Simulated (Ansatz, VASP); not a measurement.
Hf3SnTe8: VASP beside Ansatz

The input INCAR:

```
PREC = Accurate
ENCUT = 520
EDIFF = 1E-6
ISMEAR = 0
SIGMA = 0.1
LREAL = False
LASPH = True
NELM = 60
ALGO = Normal
ISIF = 2
LWAVE = False
LCHARG = False
GGA = PE
NBANDS = 58
```

The input KPOINTS:

```
regular mesh
0
Gamma
  6 6 1
```

File POSCAR:

```
Hf3SnTe8
1.0
    4.0229307000      0.0000000000      0.0000000000
   -2.0114653000      3.4839602000      0.0000000000
    0.0000000000      0.0000000000     28.9844439000
Hf Sn Te
3 1 8
Direct
    0.0000000000      0.0000000000      0.2519110000
    0.0000000000      0.0000000000      0.5000000000
    0.0000000000      0.0000000000      0.7480890000
    0.0000000000      0.0000000000      0.0000000000
    0.3333333000      0.6666667000      0.0629100000
    0.3333333000      0.6666667000      0.3123420000
    0.3333333000      0.6666667000      0.5603940000
    0.3333333000      0.6666667000      0.8084610000
    0.6666667000      0.3333333000      0.1915390000
    0.6666667000      0.3333333000      0.4396060000
    0.6666667000      0.3333333000      0.6876580000
    0.6666667000      0.3333333000      0.9370900000
```

Input for Ansatz:

```yaml
crystal:
  lattice:
    - [4.0229307, 0.0, 0.0]
    - [-2.0114653, 3.4839602, 0.0]
    - [0.0, 0.0, 28.9844439]
  atoms:
    - { symbol: Hf, position: [0.0, 0.0, 0.251911] }
    - { symbol: Hf, position: [0.0, 0.0, 0.5] }
    - { symbol: Hf, position: [0.0, 0.0, 0.748089] }
    - { symbol: Sn, position: [0.0, 0.0, 0.0] }
    - { symbol: Te, position: [0.3333333, 0.6666667, 0.06291] }
    - { symbol: Te, position: [0.3333333, 0.6666667, 0.312342] }
    - { symbol: Te, position: [0.3333333, 0.6666667, 0.560394] }
    - { symbol: Te, position: [0.3333333, 0.6666667, 0.808461] }
    - { symbol: Te, position: [0.6666667, 0.3333333, 0.191539] }
    - { symbol: Te, position: [0.6666667, 0.3333333, 0.439606] }
    - { symbol: Te, position: [0.6666667, 0.3333333, 0.687658] }
    - { symbol: Te, position: [0.6666667, 0.3333333, 0.93709] }
basis:
  ecutwfc: 420
kpoints:
  mp_grid: { grid: [6, 6, 1] }
hamiltonian:
  xc: pbe
scf:
  occupations: { method: gaussian, width: 0.1 }
  lower_state_search: "off"
output:
  forces: true
  stress: true
  eigenvalues: true
```

Alike in both runs: task single point; functional PBE; k mesh 6 × 6 × 1; occupations gaussian, width 0.1 eV; no spin polarisation.

|  | VASP | Ansatz |
| --- | --- | --- |
| version | VASP 6.6.1 | Ansatz 0.2.0 |
| potentials or method | VASP PAW PBE potentials, release 64 (Hf_pv, Sn_d, Te), cutoff 520 eV | scalar-relativistic, plane waves, PAW |
| valence electrons in the cell | 92 | 220 |

VASP gave:

| Property | Result |
| --- | --- |
| gap on the k mesh at the Fermi level (eV) | none |
| pressure (GPa) | -0.2 |
| traceless stress, the component that is largest in VASP (GPa) | 0.22 |
| rms of the force components (eV/Å) | 0.004 |

Estimate Ansatz's values.

gap on the k mesh at the Fermi level (eV): none; pressure (GPa): -0.1; traceless stress, the component that is largest in VASP (GPa): 0.20; rms of the force components (eV/Å): 0.015.

Atom by atom the forces differ by 0.011 eV/Å (rms over components). A gap of «none» marks a metal or a gap that the smearing closes. VASP's potentials hold 92 valence electrons a cell and Ansatz's 220, so a difference there can come from the potentials and not from the codes.

Spin-orbit coupling is off throughout.
